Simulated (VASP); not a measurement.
# Ni (Fm-3m) in VASP: a series of runs

The runs below take Ni through single point, with LDA.

Program: VASP 6.6.1. These are calculated values, not measurements. Logs are shortened: lines on timing, memory, paths and dates and some standing lists are left out, and cuts for length are marked.

**1. The cell of the first run**

The structure is cubic, space group Fm-3m (No. 225). Conventional cell: a = 3.524 Å, b = 3.524 Å, c = 3.524 Å, α = 90.00°, β = 90.00°, γ = 90.00°. Within 3.3 Å of Ni (site symmetry m-3m) lie 12 Ni at 2.49 Å.

**2. Single point, LDA**

The input, INCAR:

```
SYSTEM = Ni
ALGO     = Normal         ! electronic algorithm
EDIFF    = 1E-6           ! SCF threshold, eV
ENCUT    = 520            ! plane-wave cutoff, eV
GGA      = CA             ! functional
ISIF     = 2              ! what is computed and relaxed
ISMEAR   = -1             ! smearing method
LASPH    = .True.         ! aspherical terms in the spheres
LCHARG   = .False.        ! write CHGCAR
LREAL    = .False.        ! projectors in reciprocal space
LWAVE    = .False.        ! write WAVECAR
NBANDS   = 17             ! bands
NELM     = 100            ! most SCF steps
PREC     = Accurate       ! precision mode
SIGMA    = 0.1            ! smearing width, eV
```

The input, KPOINTS:

```
k-points
0
Gamma
  15 15 15
  0 0 0
```

The input, POSCAR:

```
Ni
1.0
    0.0000000000      1.7619350000      1.7619350000
   -1.7619350000      1.7619350000      0.0000000000
   -1.7619350000     -1.7619350000      3.5238700000
Ni
2
Direct
    0.0000000000      0.0000000000      0.0000000000
    0.0000000000      0.5000000000      0.5000000000
```

Potentials or basis: VASP PAW LDA potentials, release 64 (Ni).

Run with:

```
$ cat potpaw_LDA.64/Ni/POTCAR > POTCAR
$ mpirun -np 1 vasp_std > vasp.out
```

OUTCAR:

```text
SYSTEM = Ni
   EDIFF = 1E-6
   ENCUT = 520
   GGA = CA
   ISIF = 2
   ISMEAR = -1
   LASPH = .True.
   LREAL = .False.
   NELM = 100
   PREC = Accurate

 ion  position               nearest neighbor table
   1  0.000  0.000  0.000-   2 2.49   2 2.49   2 2.49   2 2.49   2 2.49   2 2.49
   2  0.000  0.500  0.500-   1 2.49   1 2.49   1 2.49   1 2.49   1 2.49   1 2.49

  LATTYP: Found a trigonal (rhomboedric) cell.
 ALAT       =     4.3158417100
 COS(alpha) =     0.8333333333

  Lattice vectors:

 A1 = (  -3.5238700000,  -1.7619350000,   1.7619350000)
 A2 = (  -1.7619350000,  -3.5238700000,   1.7619350000)
 A3 = (  -1.7619350000,  -1.7619350000,   3.5238700000)

Analysis of symmetry for initial positions (statically):
=====================================================================
 Subroutine PRICEL returns following result:

  LATTYP: Found a face centered cubic cell.
 ALAT       =     3.5238700000

  Lattice vectors:

 A1 = (   1.7619350000,   1.7619350000,   0.0000000000)
 A2 = (   0.0000000000,   1.7619350000,   1.7619350000)
 A3 = (   1.7619350000,   0.0000000000,   1.7619350000)

   2 primitive cells build up your supercell.

 Routine SETGRP: Setting up the symmetry group for a
 trigonal (rhombohedral) supercell.

 Subroutine GETGRP returns: Found 12 space group operations
 (whereof 12 operations were pure point group operations)
 out of a pool of 12 trial point group operations.

The static configuration has the point symmetry D_3d.

Analysis of symmetry for dynamics (positions and initial velocities):
=====================================================================
 Subroutine PRICEL returns following result:

  LATTYP: Found a face centered cubic cell.
 ALAT       =     3.5238700000

  Lattice vectors:

 A1 = (   1.7619350000,   1.7619350000,   0.0000000000)
 A2 = (   0.0000000000,   1.7619350000,   1.7619350000)
 A3 = (   1.7619350000,   0.0000000000,   1.7619350000)

   2 primitive cells build up your supercell.

 Routine SETGRP: Setting up the symmetry group for a
 trigonal (rhombohedral) supercell.

 Subroutine GETGRP returns: Found 12 space group operations
 (whereof 12 operations were pure point group operations)
 out of a pool of 12 trial point group operations.

The dynamic configuration has the point symmetry D_3d.

 Subroutine INISYM returns: Found 12 space group operations
 (whereof 12 operations are pure point group operations),
 and found     2 'primitive' translations

----------------------------------------------------------------------------------------

                                     Primitive cell

  volume of cell :      10.9396

  direct lattice vectors                    reciprocal lattice vectors
     1.761935000  1.761935000  0.000000000     0.283778914  0.283778914 -0.283778914
     0.000000000  1.761935000  1.761935000    -0.283778914  0.283778914  0.283778914
     1.761935000  0.000000000  1.761935000     0.283778914 -0.283778914  0.283778914

  length of vectors
     2.491752373  2.491752373  2.491752373     0.491519496  0.491519496  0.491519496

  position of ions in fractional coordinates (direct lattice)
     0.000000000  0.000000000  0.000000000

  ion indices of the primitive-cell ions
   primitive index   ion index
                 1           1

----------------------------------------------------------------------------------------

 KPOINTS: k-points

Automatic generation of k-mesh.
 Grid dimensions read from file:
 generate k-points for:   15   15   15

 Generating k-lattice:

  Cartesian coordinates                     Fractional coordinates (reciprocal lattice)
     0.018918594  0.018918594  0.018918594     0.066666667  0.000000000  0.000000000
    -0.028377891  0.009459297 -0.009459297     0.000000000  0.066666667 -0.000000000
    -0.009459297 -0.009459297  0.009459297     0.000000000  0.000000000  0.066666667

  Length of vectors
     0.032767966  0.031372939  0.016383983

  Shift w.r.t. Gamma in fractional coordinates (k-lattice)
     0.000000000  0.000000000  0.000000000

 Subroutine IBZKPT returns following result:
 ===========================================

 Found    344 irreducible k-points:

 Following reciprocal coordinates:
            Coordinates               Weight
  0.000000  0.000000  0.000000      1.000000
  0.066667  0.000000  0.000000      6.000000
  0.133333  0.000000  0.000000      6.000000
  0.200000  0.000000  0.000000      6.000000
  0.266667  0.000000  0.000000      6.000000
  0.333333  0.000000  0.000000      6.000000
[... 16 lines left out ...]
  0.466667  0.133333 -0.000000     12.000000
 -0.466667  0.133333 -0.000000     12.000000
 [... further k-points ...]
   k-points           NKPTS =    344   k-points in BZ     NKDIM =    344   number of bands    NBANDS=     17
   number of dos      NEDOS =    301   number of ions     NIONS =      2
   total plane-waves  NPLWV =  12800
   dimension x,y,z NGX =    20 NGY =   20 NGZ =   32
   dimension x,y,z NGXF=    40 NGYF=   40 NGZF=   64
   ions per type =               2
   NGX,Y,Z   is equivalent  to a cutoff of  13.34, 13.34, 12.33 a.u.
   NGXF,Y,Z  is equivalent  to a cutoff of  26.69, 26.69, 24.65 a.u.
 SYSTEM =  Ni
   PREC   = accura    normal or accurate (medium, high low for compatibility)
   ISTART =      0    job   : 0-new  1-cont  2-samecut
   ICHARG =      2    charge: 1-file 2-atom 10-const
   ISPIN  =      1    spin polarized calculation?
   LNONCOLLINEAR =      F non collinear calculations
   LSORBIT =      F    spin-orbit coupling
   LASPH  =      T    aspherical Exc in radial PAW
   ENCUT  =  520.0 eV  38.22 Ry    6.18 a.u.   4.63  4.63  8.02*2*pi/ulx,y,z
   NELM   =    100;   NELMIN=  2; NELMDL= -5     # of ELM steps
   EDIFF  = 0.1E-05   stopping-criterion for ELM
   LREAL  =      F    real-space projection
   EDIFFG = 0.1E-04   stopping-criterion for IOM
   NSW    =      0    number of steps for IOM
   IBRION =     -1    ionic relax: 0-MD 1-quasi-New 2-CG
   NFREE  =      0    steps in history (QN), initial steepest desc. (CG)
   ISIF   =      2    stress and relaxation
   ISYM   =      2    0-nonsym 1-usesym 2-fastsym
   POTIM  = 0.5000    time-step for ionic-motion
   TEBEG  =    0.0;   TEEND  =   0.0 temperature during run
   PSTRESS=    0.0 pullay stress
   NELECT =      20.0000    total number of electrons
   NUPDOWN=      -1.0000    fix difference up-down
   EMIN   =  10.00;   EMAX   =-10.00  energy-range for DOS
   EFERMI =   0.00;   METHOD = LEGACY
   ISMEAR =    -1;   SIGMA  =   0.10  broadening in eV -4-tet -1-fermi 0-gaus
   EFERMI_NEDOS =   21; number of points for ismear=-14 and -15
   IALGO  =     38    algorithm
   IMIX   =      4    mixing-type and parameters
     AMIX     =   0.40;   BMIX     =  1.00
     AMIX_MAG =   1.60;   BMIX_MAG =  1.00
  volume/ion in A,a.u.               =      10.94        73.82
  Fermi-wavevector in a.u.,A,eV,Ry     =   1.588821  3.002436 34.345893  2.524352
  Thomas-Fermi vector in A             =   2.687765
   LORBIT       =      0    0 simple, 1 ext, 2 COOP (PROOUT), +10 PAW based schemes
   GGA     = CA    functional components
   LHFCALC =     F    Hartree Fock is set to
   AEXX    =    0.0000 exact exchange contribution
   IVDW    =     0    specifies the selected vdW correction
   LEPSILON=     F    determine dielectric tensor
   LRPA    =     F    only Hartree local field effects (RPA)
 non-spin polarized calculation
  energy-cutoff  :      520.00
  volume of cell :       21.88
 maximum number of plane-waves:       601
   NGX =  9   NGY =  9   NGZ = 15

 number of electron      20.0000015 magnetization

 Free energy of the ion-electron system (eV)
  ---------------------------------------------------
  ext. energy  EPLUGINS =         0.00000000
  ---------------------------------------------------
  free energy    TOTEN  =       -13.06745516 eV

  energy without entropy =      -12.89221998  energy(sigma->0) =      -12.97983757

 E-fermi :   8.8199     XC(G=0): -13.5791

 val. band max:        8.8197473362   @ k =  -0.2667   0.4000   0.1333
 cond. band min:       8.8222303550   @ k =   0.4667   0.4667   0.0667
 fundamental gap:      0.0024830188
 Fermi energy:         8.8199438861

 k-point     1 :       0.0000    0.0000    0.0000
  band No.  band energies     occupation
      1       0.0220      2.00000
      2       4.3918      2.00000
      3       6.9055      2.00000
      4       6.9055      2.00000
      5       6.9383      2.00000
      6       6.9383      2.00000
[... 9 lines left out ...]
     16      33.4694      0.00000
     17      33.4694      0.00000

 k-point     2 :       0.0667    0.0000    0.0000
  band No.  band energies     occupation
      1       0.1952      2.00000
      2       4.4841      2.00000
      3       6.8268      2.00000
      4       6.8915      2.00000
      5       6.9760      2.00000
      6       6.9777      2.00000
[... 9 lines left out ...]
     16      32.2061      0.00000
     17      32.4659      0.00000

 k-point     3 :       0.1333    0.0000    0.0000
  band No.  band energies     occupation
      1       0.7041      2.00000
      2       4.7364      2.00000
      3       6.5774      2.00000
      4       6.7696      2.00000
      5       7.0726      2.00000
      6       7.0729      2.00000
[... 9 lines left out ...]
     16      30.2387      0.00000
     17      31.6684      0.00000

 k-point     4 :       0.2000    0.0000    0.0000
  band No.  band energies     occupation
      1       1.5103      2.00000
      2       5.0390      2.00000
      3       6.1428      2.00000
      4       6.6295      2.00000
      5       6.8631      2.00000
      6       7.1498      2.00000
[... 9 lines left out ...]
     16      28.3470      0.00000
     17      31.1258      0.00000
[... 343 lines left out ...]
      1       3.8673      2.00000
      2       5.1462      2.00000
      3       5.6026      2.00000
      4       6.4827      2.00000
      5       6.9111      2.00000
      6       7.0662      2.00000
[... 9 lines left out ...]
     16      22.0511      0.00000
     17      28.3986      0.00000

 k-point    23 :       0.4667    0.1333   -0.0000
  band No.  band energies     occupation
      1       4.4641      2.00000
      2       4.9303      2.00000
      3       5.3983      2.00000
      4       6.7267      2.00000
      5       6.9727      2.00000
      6       7.1680      2.00000
[... 9 lines left out ...]
     16      22.4684      0.00000
     17      28.4149      0.00000

 k-point    24 :      -0.4667    0.1333   -0.0000
  band No.  band energies     occupation
      1       4.6677      2.00000
      2       4.8129      2.00000
      3       5.2843      2.00000
      4       6.6754      2.00000
      5       7.1046      2.00000
      6       7.3821      2.00000
[... 9 lines left out ...]
     16      24.0913      0.00000
     17      28.6164      0.00000

 [... further k-points ...]

------------------------ aborting loop because EDIFF is reached ----------------------------------------

  FORCE on cell =-STRESS in cart. coord.  units (eV):
  Direction    XX          YY          ZZ          XY          YZ          ZX
  --------------------------------------------------------------------------------------
  -------------------------------------------------------------------------------------
  Total       -2.4755917     -2.4755917     -2.4755917      0.0052821     -0.0052821     -0.0052821
  in kB     -181.2842063   -181.2842063   -181.2842063      0.3868010     -0.3868010     -0.3868010
  external PRESSURE =    -181.2842063 kB  Pullay stress =       0.0000000 kB

 VOLUME and BASIS-vectors are now :
 -----------------------------------------------------------------------------
  energy-cutoff  :      520.00
  volume of cell :       21.88
      direct lattice vectors                 reciprocal lattice vectors
     0.000000000  1.761935000  1.761935000     0.283778914  0.283778914  0.283778914
    -1.761935000  1.761935000  0.000000000    -0.425668370  0.141889457 -0.141889457
    -1.761935000 -1.761935000  3.523870000    -0.141889457 -0.141889457  0.141889457

 POSITION                                       TOTAL-FORCE (eV/Angst)
 -----------------------------------------------------------------------------------
      0.00000      0.00000      0.00000        -0.000000      0.000000      0.000000
     -1.76194      0.00000      1.76194         0.000000     -0.000000     -0.000000
 -----------------------------------------------------------------------------------
    total drift:                               -0.000000     -0.000000      0.000000

  FREE ENERGIE OF THE ION-ELECTRON SYSTEM (eV)
  ---------------------------------------------------
  free  energy   TOTEN  =       -13.0674551636 eV

  energy  without entropy=      -12.8922199813  energy(sigma->0) =      -12.97983757
```

It took 52 s on 1 thread of Intel Xeon 6975P-C (Granite Rapids), shared host; peak memory 0.21 GiB.

What came out:

| Item | Value |
| --- | --- |
| Free energy | -13.0675 eV |
| Pressure | -18.1 GPa |
| Band gap on the k mesh | zero (band 10 reaches 8.94 eV, above the bottom of band 11 at 8.20 eV) |

Levels at points of the mesh, in eV from the Fermi level:
```tsv
k point	band 8	band 9	band 10	band 11	band 12	band 13
(0.00, 0.00, 0.00)	-0.76	-0.76	-0.10	-0.04	-0.04	6.00
```

Caveat: the run has no spin polarisation, though such a crystal can be magnetic. Spin polarisation is off, so any magnetic state and its effect on volume and gap are missing.

**3. Single point, LDA, collinear spin, ferromagnetic start**

The input, INCAR:

```
SYSTEM = Ni
PREC = Accurate
ENCUT = 520
EDIFF = 1E-6
ISMEAR = -1
SIGMA = 0.1
LREAL = .False.
LASPH = .True.
NELM = 150
ALGO = Normal
ISIF = 2
LWAVE = .False.
LCHARG = .False.
ISPIN = 2
MAGMOM = 1.5 1.5
LORBIT = 11
LMAXMIX = 4
NBANDS = 21
```

The input, KPOINTS:

```
Automatic mesh
0
Gamma
  15 15 15
  0 0 0
```

POSCAR is that of step 2.

Potentials or basis: VASP PAW LDA potentials, release 64 (Ni).

Run with:

```
$ cat potpaw_LDA.64/Ni/POTCAR > POTCAR
$ mpirun -np 1 vasp_std > vasp.out
```

OUTCAR:

```text
SYSTEM = Ni
   PREC = Accurate
   ENCUT = 520
   EDIFF = 1E-6
   ISMEAR = -1
   LREAL = .False.
   LASPH = .True.
   NELM = 150
   ISIF = 2
   ISPIN = 2
   LORBIT = 11

 ion  position               nearest neighbor table
   1  0.000  0.000  0.000-   2 2.49   2 2.49   2 2.49   2 2.49   2 2.49   2 2.49
   2  0.000  0.500  0.500-   1 2.49   1 2.49   1 2.49   1 2.49   1 2.49   1 2.49

  LATTYP: Found a trigonal (rhomboedric) cell.
 ALAT       =     4.3158417100
 COS(alpha) =     0.8333333333

  Lattice vectors:

 A1 = (  -3.5238700000,  -1.7619350000,   1.7619350000)
 A2 = (  -1.7619350000,  -3.5238700000,   1.7619350000)
[... 1395 lines left out ...]
 -----------------------------------------------------------------------------
  energy-cutoff  :      520.00
  volume of cell :       21.88
      direct lattice vectors                 reciprocal lattice vectors
     0.000000000  1.761935000  1.761935000     0.283778914  0.283778914  0.283778914
    -1.761935000  1.761935000  0.000000000    -0.425668370  0.141889457 -0.141889457
    -1.761935000 -1.761935000  3.523870000    -0.141889457 -0.141889457  0.141889457

 POSITION                                       TOTAL-FORCE (eV/Angst)
 -----------------------------------------------------------------------------------
      0.00000      0.00000      0.00000        -0.000000     -0.000000      0.000000
     -1.76194      0.00000      1.76194         0.000000      0.000000      0.000000
 -----------------------------------------------------------------------------------
    total drift:                               -0.000000     -0.000000      0.000000

  FREE ENERGIE OF THE ION-ELECTRON SYSTEM (eV)
  ---------------------------------------------------
  free  energy   TOTEN  =       -13.1074905924 eV

  energy  without entropy=      -12.9908455911  energy(sigma->0) =      -13.04916809

 total charge

# of ion       s       p       d       tot
------------------------------------------
    1        0.497   0.491   8.323   9.311
    2        0.497   0.491   8.323   9.311
--------------------------------------------------
tot          0.994   0.981  16.647  18.622

 magnetization (x)

# of ion       s       p       d       tot
------------------------------------------
    1       -0.005  -0.017   0.611   0.589
    2       -0.005  -0.017   0.611   0.589
--------------------------------------------------
tot         -0.009  -0.034   1.221   1.177
```

It took 2.5 min on 1 thread of Intel Xeon 6975P-C (Granite Rapids), shared host; peak memory 0.3 GiB.

What came out:

| Property | Result |
| --- | --- |
| Free energy | -13.1075 eV |
| Pressure | -17.4 GPa |
| Net moment | 1.17 μB per cell |
| Site moments | Ni +0.59 μB |
| Valence electrons inside the program's atomic spheres | Ni 9.31 |

**4. Single point, LDA, collinear spin, ferromagnetic start**

The input, INCAR:

```
  ALGO = Normal
  EDIFF = 1E-7
  ENCUT = 520
  ISIF = 2
  ISMEAR = -1
  ISPIN = 2
  LASPH = T
  LCHARG = T
  LELF = T
  LMAXMIX = 4
  LORBIT = 11
  LREAL = F
  LVHAR = T
  LWAVE = F
  MAGMOM = 1.5 1.5
  NBANDS = 21
  NELM = 150
  PREC = Accurate
  SIGMA = 0.1
```

The input, KPOINTS:

```
k-points
0
Gamma
  15 15 15
```

POSCAR is that of step 3.

Run with:

```
$ cat potpaw_LDA.64/Ni/POTCAR > POTCAR
$ mpirun -np 1 vasp_std > vasp.out
```

Wall time 2.6 min (1 thread of Intel Xeon 6975P-C (Granite Rapids), shared host); peak memory 0.3 GiB.

It converged, with:

| Item | Value |
| --- | --- |
| Free energy | -13.1075 eV |
| Pressure | -17.4 GPa |
| Net moment | 1.17 μB per cell |
| Site moments | Ni +0.59 μB |
| Valence electrons inside the program's atomic spheres | Ni 9.31 |

Levels at points of the mesh, in eV from the Fermi level:
Spin up:
```csv
k point,band 8,band 9,band 10,band 11,band 12,band 13,band 14,band 15
"(0.00, 0.00, 0.00)",-1.17,-1.17,-0.48,-0.48,-0.23,5.70,22.28,23.76
```
Spin down:
```tsv
k point	band 5	band 6	band 7	band 8	band 9	band 10	band 11	band 12	band 13	band 14
(0.00, 0.00, 0.00)	-1.71	-1.71	-1.71	-0.61	-0.61	-0.20	0.15	0.15	6.07	22.25
```
